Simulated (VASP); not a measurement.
Crystal: HfN.

```
Hf N
1.0
     3.08543    0.00000    0.00000
    -1.54272    2.67206    0.00000
     0.00000    0.00000    2.89086
Hf N
1 1
Direct
  0.00000 0.00000 0.00000
  0.66667 0.33333 0.50000
```

Base run:

* Program: VASP 6.6.1
* Functional: r2SCAN
* Dispersion: D3(BJ)
* Potentials or basis: VASP PAW PBE potentials, release 64 (Hf_pv, N)
* Cutoff: 520 eV
* k mesh: 12 × 12 × 12
* Occupations: gaussian, width 0.05 eV
* Spin: no spin polarisation

Its results: band gap on the k mesh zero (an odd number of electrons rules out a gap without spin polarisation); pressure -4.6 GPa.

Problem. The run is repeated on the same cell with these changes: dispersion from D3(BJ) to none. What comes out?

Solution. Band gap on the k mesh zero (an odd number of electrons rules out a gap without spin polarisation); pressure -2.2 GPa.

Dispersion adds attraction, which lowers the pressure at fixed volume and, as a term added to the energy, leaves the levels alone.

Caveats: the PAW data sets were made with another functional, which shifts forces and pressure a little; spin-orbit coupling is left out, which moves the levels of the heavy elements; the cell stands under tension (at least some runs).
